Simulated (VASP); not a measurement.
# PbSe (Fm-3m) in VASP: a series of runs

PbSe is run at these levels: r2SCAN; tasks: dielectric tensor.

Program: VASP 6.6.1. These are calculated values, not measurements. Logs are shortened: lines on timing, memory, paths and dates and some standing lists are left out, and cuts for length are marked.

**1. The cell of the first run**

Symmetry: Fm-3m, No. 225, cubic system. The conventional cell has a = 6.239 Å, b = 6.239 Å, c = 6.239 Å, α = 90.00°, β = 90.00°, γ = 90.00°. Pb (site symmetry m-3m) has 6 Se at 3.12 Å within 4.1 Å. Se (site symmetry m-3m) has 6 Pb at 3.12 Å within 4.1 Å.

**2. Dielectric tensor, r2SCAN (strain +1.0%)**

INCAR

```
PREC = Accurate
ENCUT = 520
EDIFF = 1E-8
ISMEAR = 0
SIGMA = 0.01
LREAL = False
LASPH = True
NELM = 60
ALGO = Normal
ISIF = 2
LWAVE = False
LCHARG = False
METAGGA = R2SCAN
LMIXTAU = True
LCALCEPS = True
```

KPOINTS

```
regular mesh
0
Gamma
  6 6 6
```

POSCAR

```
PbSe
1.0
    0.0000000000      3.1195892417      3.1195892417
    3.1195892417      0.0000000000      3.1195892417
    3.1195892417      3.1195892417      0.0000000000
Pb Se
1 1
Direct
    0.0000000000      0.0000000000      0.0000000000
    0.5000000000      0.5000000000      0.5000000000
```

Potentials or basis: VASP PAW PBE potentials, release 64 (Pb_d, Se).

Started as:

```console
> cat potpaw_PBE.64/Pb_d/POTCAR potpaw_PBE.64/Se/POTCAR > POTCAR
> mpirun -np 1 vasp_std > vasp.out
```

OUTCAR:

```text
PREC = Accurate
   ENCUT = 520
   EDIFF = 1E-8
   ISMEAR = 0
   LREAL = False
   LASPH = True
   NELM = 60
   ISIF = 2
   METAGGA = R2SCAN

 ion  position               nearest neighbor table
   1  0.000  0.000  0.000-   2 3.12   2 3.12   2 3.12   2 3.12   2 3.12   2 3.12
   2  0.500  0.500  0.500-   1 3.12   1 3.12   1 3.12   1 3.12   1 3.12   1 3.12

  LATTYP: Found a face centered cubic cell.
 ALAT       =     6.2391784834

  Lattice vectors:

 A1 = (   0.0000000000,   3.1195892417,   3.1195892417)
 A2 = (   3.1195892417,   0.0000000000,   3.1195892417)
 A3 = (   3.1195892417,   3.1195892417,   0.0000000000)

Analysis of symmetry for initial positions (statically):
=====================================================================
 Subroutine PRICEL returns:
 Original cell was already a primitive cell.

 Routine SETGRP: Setting up the symmetry group for a
 face centered cubic supercell.

 Subroutine GETGRP returns: Found 48 space group operations
 (whereof 48 operations were pure point group operations)
 out of a pool of 48 trial point group operations.

The static configuration has the point symmetry O_h .

Analysis of symmetry for dynamics (positions and initial velocities):
=====================================================================
 Subroutine PRICEL returns:
 Original cell was already a primitive cell.

 Routine SETGRP: Setting up the symmetry group for a
 face centered cubic supercell.

 Subroutine GETGRP returns: Found 48 space group operations
 (whereof 48 operations were pure point group operations)
 out of a pool of 48 trial point group operations.

The dynamic configuration has the point symmetry O_h .

 Subroutine INISYM returns: Found 48 space group operations
 (whereof 48 operations are pure point group operations),
 and found     1 'primitive' translations

----------------------------------------------------------------------------------------

                                     Primitive cell

  volume of cell :      60.7187

  direct lattice vectors                    reciprocal lattice vectors
     0.000000000  3.119589242  3.119589242    -0.160277511  0.160277511  0.160277511
     3.119589242  0.000000000  3.119589242     0.160277511 -0.160277511  0.160277511
     3.119589242  3.119589242  0.000000000     0.160277511  0.160277511 -0.160277511

[... 133 lines left out ...]
 Fermi energy:         4.2290880517

 k-point     1 :       0.0000    0.0000    0.0000
  band No.  band energies     occupation
      1     -13.1638      2.00000
      2     -13.1637      2.00000
      3     -13.1637      2.00000
      4     -13.1575      2.00000
      5     -13.1574      2.00000
      6      -9.4438      2.00000
      7      -2.2337      2.00000
      8       2.4586      2.00000
      9       2.4587      2.00000
     10       2.4587      2.00000
     11   10000.0000      0.00000
     12   10000.0000      0.00000
     13   10000.0000      0.00000
     14   10000.0000      0.00000
[... 377 lines left out ...]
      1     -13.1904      2.00000
      2     -13.1660      2.00000
      3     -13.1603      2.00000
      4     -13.1475      2.00000
      5     -13.1409      2.00000
      6      -8.7971      2.00000
      7      -3.5696      2.00000
      8       1.9864      2.00000
      9       2.0258      2.00000
     10       2.9581      2.00000
     11   10000.0000      0.00000
     12   10000.0000      0.00000
     13   10000.0000      0.00000
     14   10000.0000      0.00000

 [... further k-points ...]

------------------------ aborting loop because EDIFF is reached ----------------------------------------

            Ionic dipole moment: p[ion]=(   -18.71754   -18.71754   -18.71754 ) |e| Angst

 Total electronic dipole moment: p[elc]=(     0.00034     0.00034     0.05117 ) |e| Angst

 MACROSCOPIC STATIC DIELECTRIC TENSOR (including local field effects)
 ------------------------------------------------------
          16.249354     0.000000    -0.000000
           0.000000    16.249354     0.000000
           0.000000     0.000000    16.249354
 ------------------------------------------------------

 PIEZOELECTRIC TENSOR (including local field effects) (e Angst)
          XX          YY          ZZ          XY          YZ          ZX
  --------------------------------------------------------------------------------
  x     0.00000     0.00000     0.00000     0.00000     0.00000     0.00000
  y     0.00000     0.00000     0.00000     0.00000     0.00000     0.00000
  z     0.00000     0.00000     0.00000     0.00000     0.00000     0.00000

 PIEZOELECTRIC TENSOR (including local field effects) (C/m^2)
          XX          YY          ZZ          XY          YZ          ZX
  --------------------------------------------------------------------------------
  x     0.00000     0.00000     0.00000     0.00000     0.00000     0.00000
  y     0.00000     0.00000     0.00000     0.00000     0.00000     0.00000
  z     0.00000     0.00000     0.00000     0.00000     0.00000     0.00000

 BORN EFFECTIVE CHARGES (including local field effects) (in |e|, cummulative output)
 ---------------------------------------------------------------------------------
 ion    1
    1     4.69669     0.00000    -0.00000
    2     0.00000     4.69669     0.00000
    3    -0.00000     0.00000     4.69669
 ion    2
    1    -4.69669    -0.00000    -0.00000
    2     0.00000    -4.69669    -0.00000
    3     0.00000    -0.00000    -4.69669

  FORCE on cell =-STRESS in cart. coord.  units (eV):
  Direction    XX          YY          ZZ          XY          YZ          ZX
  --------------------------------------------------------------------------------------
  -------------------------------------------------------------------------------------
  Total       -0.5520316     -0.5520316     -0.5520316      0.0000000      0.0000000     -0.0000000
  in kB      -14.5664015    -14.5664015    -14.5664015      0.0000000      0.0000000     -0.0000000
  external PRESSURE =     -14.5664015 kB  Pullay stress =       0.0000000 kB

 VOLUME and BASIS-vectors are now :
 -----------------------------------------------------------------------------
  energy-cutoff  :      520.00
  volume of cell :       60.72
      direct lattice vectors                 reciprocal lattice vectors
     0.000000000  3.119589242  3.119589242    -0.160277511  0.160277511  0.160277511
     3.119589242  0.000000000  3.119589242     0.160277511 -0.160277511  0.160277511
     3.119589242  3.119589242  0.000000000     0.160277511  0.160277511 -0.160277511

 POSITION                                       TOTAL-FORCE (eV/Angst)
 -----------------------------------------------------------------------------------
      0.00000      0.00000      0.00000        -0.000000      0.000000     -0.000000
      3.11959      3.11959      3.11959         0.000000     -0.000000      0.000000
 -----------------------------------------------------------------------------------
    total drift:                                0.000000      0.000000      0.000000

  FREE ENERGIE OF THE ION-ELECTRON SYSTEM (eV)
  ---------------------------------------------------
  free  energy   TOTEN  =       -71.9335708420 eV

  energy  without entropy=      -71.9335708420  energy(sigma->0) =      -71.93357084
```

OSZICAR:

```text
N       E                     dE             d eps       ncg     rms          rms(c)
DAV:   1     0.971582275382E+02    0.97158E+02   -0.98281E+03   448   0.148E+03
DAV:   2    -0.641102033888E+02   -0.16127E+03   -0.15786E+03   472   0.351E+02
[... 13 lines left out ...]
DMP:  26    -0.719335707774E+02   -0.22439E-07   -0.19268E-07   952   0.206E-07   0.530E-07
DMP:  27    -0.719335707953E+02   -0.17892E-07   -0.15886E-07   952   0.170E-07   0.437E-07
DMP:  28    -0.719335708109E+02   -0.15586E-07   -0.13099E-07   952   0.140E-07   0.361E-07
DMP:  29    -0.719335708231E+02   -0.12214E-07   -0.10801E-07   952   0.116E-07   0.297E-07
DMP:  30    -0.719335708334E+02   -0.10232E-07   -0.89060E-08   952   0.953E-08   0.245E-07
DMP:  31    -0.719335708420E+02   -0.86229E-08   -0.73440E-08   952   0.786E-08   0.202E-07
   1 F= -.71933571E+02 E0= -.71933571E+02  d E =-.119526E-17
```

stdout:

```text
POSCAR found type information on POSCAR PbSe
 POSCAR found :  2 types and       2 ions
 scaLAPACK will be used
 -----------------------------------------------------------------------------
|                                                                             |
[... 109 lines left out ...]
|     all probability, you are too near to the onset of Zener tunneling.      |
|                                                                             |
|                                                                             |
|     Possible SOLUTIONS:                                                     |
|      ) Choose a smaller electric field.                                     |
|      ) Use a less dense grid of k-points.                                   |
|
```

Run time: 78 min. Hardware: 1 thread of AMD EPYC 9R45 (Zen 5), shared host; peak memory 0.4 GiB.

What came out:

```yaml
Band_gap_on_the_k_mesh: 0.76 eV
Electronic_dielectric_tensor_diagonal: 16.25
Born_charges_mean_of_the_diagonal: Pb +4.70; Se -4.70 e
```

Electronic dielectric tensor:
```
16.25  0.00  0.00
 0.00 16.25  0.00
 0.00  0.00 16.25
```

Born effective charge tensors (e):
atom 1, Pb
```
4.70 0.00 0.00
0.00 4.70 0.00
0.00 0.00 4.70
```
atom 2, Se
```
-4.70  0.00  0.00
 0.00 -4.70  0.00
 0.00  0.00 -4.70
```

Dipole moments of the cell (e·Å, modulo the quantum): ionic -18.718, -18.718, -18.718; electronic 0.000, 0.000, 0.051

Caveat: the cell differs from its parent crystal (strain +1.0%); the PAW data sets were made with another functional, which shifts forces and pressure a little; spin-orbit coupling is left out, which moves the levels of the heavy elements. A k mesh can miss the band edges.

**3. Dielectric tensor, r2SCAN (strain +2.0%)**

INCAR

```
SYSTEM = PbSe
  PREC = Accurate
  ENCUT = 520
  EDIFF = 1E-8
  ISMEAR = 0
  SIGMA = 0.01
  LREAL = .FALSE.
  LASPH = .TRUE.
  NELM = 60
  ALGO = Normal
  ISIF = 2
  LWAVE = .FALSE.
  LCHARG = .FALSE.
  METAGGA = R2SCAN
  LMIXTAU = .TRUE.
  LCALCEPS = .TRUE.
```

KPOINTS

```
regular mesh
0
G
  6 6 6
  0 0 0
```

POSCAR

```
PbSe
1.0
    0.0000000000      3.1504762639      3.1504762639
    3.1504762639      0.0000000000      3.1504762639
    3.1504762639      3.1504762639      0.0000000000
Pb Se
1 1
Direct
    0.0000000000      0.0000000000      0.0000000000
    0.5000000000      0.5000000000      0.5000000000
```

Potentials or basis: VASP PAW PBE potentials, release 64 (Pb_d, Se).

Started as:

```console
> cat potpaw_PBE.64/Pb_d/POTCAR potpaw_PBE.64/Se/POTCAR > POTCAR
> mpirun -np 1 vasp_std > vasp.out
```

OUTCAR:

```text
SYSTEM = PbSe
   PREC = Accurate
   ENCUT = 520
   EDIFF = 1E-8
   ISMEAR = 0
   LREAL = .FALSE.
   LASPH = .TRUE.
   NELM = 60
   ISIF = 2
   METAGGA = R2SCAN

 ion  position               nearest neighbor table
   1  0.000  0.000  0.000-   2 3.15   2 3.15   2 3.15   2 3.15   2 3.15   2 3.15
   2  0.500  0.500  0.500-   1 3.15   1 3.15   1 3.15   1 3.15   1 3.15   1 3.15

  LATTYP: Found a face centered cubic cell.
 ALAT       =     6.3009525278

  Lattice vectors:

 A1 = (   0.0000000000,   3.1504762639,   3.1504762639)
 A2 = (   3.1504762639,   0.0000000000,   3.1504762639)
 A3 = (   3.1504762639,   3.1504762639,   0.0000000000)

Analysis of symmetry for initial positions (statically):
=====================================================================
 Subroutine PRICEL returns:
 Original cell was already a primitive cell.

 Routine SETGRP: Setting up the symmetry group for a
 face centered cubic supercell.

 Subroutine GETGRP returns: Found 48 space group operations
 (whereof 48 operations were pure point group operations)
 out of a pool of 48 trial point group operations.

The static configuration has the point symmetry O_h .

Analysis of symmetry for dynamics (positions and initial velocities):
=====================================================================
 Subroutine PRICEL returns:
 Original cell was already a primitive cell.

 Routine SETGRP: Setting up the symmetry group for a
 face centered cubic supercell.

 Subroutine GETGRP returns: Found 48 space group operations
 (whereof 48 operations were pure point group operations)
 out of a pool of 48 trial point group operations.

The dynamic configuration has the point symmetry O_h .
[... 547 lines left out ...]
      6      -8.9455      2.00000
      7      -3.8421      2.00000
      8       1.7936      2.00000
      9       1.8261      2.00000
     10       2.6899      2.00000
     11   10000.0000      0.00000
     12   10000.0000      0.00000
     13   10000.0000      0.00000
     14   10000.0000      0.00000

 [... further k-points ...]

------------------------ aborting loop because EDIFF is reached ----------------------------------------

            Ionic dipole moment: p[ion]=(   -18.90286   -18.90286   -18.90286 ) |e| Angst

 Total electronic dipole moment: p[elc]=(     0.00028     0.00028     0.05067 ) |e| Angst

 MACROSCOPIC STATIC DIELECTRIC TENSOR (including local field effects)
 ------------------------------------------------------
          15.660162    -0.000000     0.000000
          -0.000000    15.660162    -0.000000
           0.000000    -0.000000    15.660162
 ------------------------------------------------------

 PIEZOELECTRIC TENSOR (including local field effects) (e Angst)
          XX          YY          ZZ          XY          YZ          ZX
  --------------------------------------------------------------------------------
  x     0.00000     0.00000     0.00000     0.00000     0.00000     0.00000
  y     0.00000     0.00000     0.00000     0.00000     0.00000     0.00000
  z     0.00000     0.00000     0.00000     0.00000     0.00000     0.00000

 PIEZOELECTRIC TENSOR (including local field effects) (C/m^2)
          XX          YY          ZZ          XY          YZ          ZX
  --------------------------------------------------------------------------------
  x     0.00000     0.00000     0.00000     0.00000     0.00000     0.00000
  y     0.00000     0.00000     0.00000     0.00000     0.00000     0.00000
  z     0.00000     0.00000     0.00000     0.00000     0.00000     0.00000

 BORN EFFECTIVE CHARGES (including local field effects) (in |e|, cummulative output)
 ---------------------------------------------------------------------------------
 ion    1
    1     4.70435    -0.00000     0.00000
    2    -0.00000     4.70435    -0.00000
    3    -0.00000     0.00000     4.70435
 ion    2
    1    -4.70435     0.00000    -0.00000
    2     0.00000    -4.70435     0.00000
    3     0.00000    -0.00000    -4.70435

  FORCE on cell =-STRESS in cart. coord.  units (eV):
  Direction    XX          YY          ZZ          XY          YZ          ZX
  --------------------------------------------------------------------------------------
  -------------------------------------------------------------------------------------
  Total       -1.0544362     -1.0544362     -1.0544362     -0.0000000      0.0000000      0.0000000
  in kB      -27.0129654    -27.0129654    -27.0129654     -0.0000000      0.0000000      0.0000000
  external PRESSURE =     -27.0129654 kB  Pullay stress =       0.0000000 kB

 VOLUME and BASIS-vectors are now :
 -----------------------------------------------------------------------------
  energy-cutoff  :      520.00
  volume of cell :       62.54
      direct lattice vectors                 reciprocal lattice vectors
     0.000000000  3.150476264  3.150476264    -0.158706163  0.158706163  0.158706163
     3.150476264  0.000000000  3.150476264     0.158706163 -0.158706163  0.158706163
     3.150476264  3.150476264  0.000000000     0.158706163  0.158706163 -0.158706163

 POSITION                                       TOTAL-FORCE (eV/Angst)
 -----------------------------------------------------------------------------------
      0.00000      0.00000      0.00000        -0.000000      0.000000     -0.000000
      3.15048      3.15048      3.15048         0.000000     -0.000000      0.000000
 -----------------------------------------------------------------------------------
    total drift:                                0.000000      0.000000      0.000000

  FREE ENERGIE OF THE ION-ELECTRON SYSTEM (eV)
  ---------------------------------------------------
  free  energy   TOTEN  =       -71.9102775568 eV

  energy  without entropy=      -71.9102775568  energy(sigma->0) =      -71.91027756
```

OSZICAR:

```text
N       E                     dE             d eps       ncg     rms          rms(c)
DAV:   1     0.971406551597E+02    0.97141E+02   -0.98110E+03   448   0.144E+03
DAV:   2    -0.621896846205E+02   -0.15933E+03   -0.15552E+03   466   0.363E+02
[... 13 lines left out ...]
DMP:  22    -0.719102774788E+02   -0.28913E-07   -0.24388E-07   952   0.257E-07   0.680E-07
DMP:  23    -0.719102775016E+02   -0.22805E-07   -0.19552E-07   952   0.206E-07   0.545E-07
DMP:  24    -0.719102775203E+02   -0.18711E-07   -0.15685E-07   952   0.165E-07   0.437E-07
DMP:  25    -0.719102775351E+02   -0.14727E-07   -0.12585E-07   952   0.132E-07   0.351E-07
DMP:  26    -0.719102775475E+02   -0.12405E-07   -0.10099E-07   952   0.106E-07   0.282E-07
DMP:  27    -0.719102775568E+02   -0.93009E-08   -0.81046E-08   952   0.852E-08   0.226E-07
   1 F= -.71910278E+02 E0= -.71910278E+02  d E =-.154128E-17
```

Run time: 73 min. Hardware: 1 thread of AMD EPYC 9R45 (Zen 5), shared host; peak memory 0.41 GiB.

Results:

```
Band gap on the k mesh                  : 0.84 eV
Electronic dielectric tensor (diagonal) : 15.66
Born charges (mean of the diagonal)     : Pb +4.70; Se -4.70 e
```

Electronic dielectric tensor:
```
15.66  0.00  0.00
 0.00 15.66  0.00
 0.00  0.00 15.66
```

Born effective charge tensors (e):
atom 1, Pb
```
4.70 0.00 0.00
0.00 4.70 0.00
0.00 0.00 4.70
```
atom 2, Se
```
-4.70  0.00  0.00
 0.00 -4.70  0.00
 0.00  0.00 -4.70
```

Dipole moments of the cell (e·Å, modulo the quantum): ionic -18.903, -18.903, -18.903; electronic 0.000, 0.000, 0.051

Caveat: the cell differs from its parent crystal (strain +2.0%); the PAW data sets were made with another functional, which shifts forces and pressure a little; spin-orbit coupling is left out, which moves the levels of the heavy elements.
